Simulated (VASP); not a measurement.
The system is AlP.

```xyz
2
Lattice="0.0000 2.7666 2.7666 2.7666 0.0000 2.7666 2.7666 2.7666 0.0000" Properties=species:S:1:pos:R:3 pbc="T T T"
Al    0.0000    0.0000    0.0000
P     1.3833    1.3833    1.3833
```

This cell differs from its parent crystal: strain +1.0%.

Base run:

```yaml
Program: VASP 6.6.1
Functional: r2SCAN
Potentials_or_basis: VASP PAW PBE potentials, release 64 (Al, P)
Cutoff: 550 eV
k_mesh: 8 × 8 × 8
Occupations: gaussian, width 0.01 eV
Spin: no spin polarisation
```

Its results: band gap on the k mesh 1.98 eV, indirect (least direct gap 3.64 eV); pressure -2.8 GPa.

Q: The run is repeated on the same cell with these changes: functional from r2SCAN to PBE; cutoff from 550 eV to 500 eV; occupations from gaussian, width 0.01 eV to fermi-dirac, width 0.02 eV. What comes out?

A: Band gap on the k mesh 1.66 eV, indirect (least direct gap 2.97 eV); pressure -1.2 GPa.

Caveats: the PAW data sets were made with another functional, which shifts forces and pressure a little (some runs).

A k mesh can miss the band edges.
